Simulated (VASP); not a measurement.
Hg, 1 atom in the cell. It takes space group Im-3m (No. 229, cubic). The conventional cell has a = 3.767 Å, b = 3.767 Å, c = 3.767 Å, α = 90.00°, β = 90.00°, γ = 90.00°. Within 4.3 Å of Hg (site symmetry m-3m) lie 14 Hg at 3.26 to 3.77 Å. 

| Quantity | Value |
| --- | --- |
| Program | VASP 6.6.1 |
| Task | single point |
| Functional | r2SCAN |
| Potentials or basis | VASP PAW PBE potentials, release 64 (Hg) |
| Cutoff | 520 eV |
| k mesh | 8 × 8 × 8 |
| Occupations | gaussian, width 0.05 eV |
| Spin | non-collinear spin, zero start, spin-orbit coupling |
| Starting moments | [[0.0, 0.0, 0.0]] μB |
| Dipole correction | no |
| Further INCAR settings | ALGO = Normal; EDIFF = 1e-06; NBANDS = 23 |

Potentials or basis: VASP PAW PBE potentials, release 64 (Hg).

The run is started by

```console
$ cat potpaw_PBE.64/Hg/POTCAR > POTCAR
$ cp INCAR.step1 INCAR
$ mpirun -np 1 vasp_ncl > vasp.out
$ cp INCAR.step2 INCAR
$ mpirun -np 1 vasp_ncl > vasp.out
```

Hardware: 1 thread of Intel Xeon 8259CL, on a shared host.

Task: Estimate the wall time of this run.

Result: Run time: 4 min on 1 thread of Intel Xeon 8259CL (shared host), peak memory 0.23 GiB. Counts: k points 29.
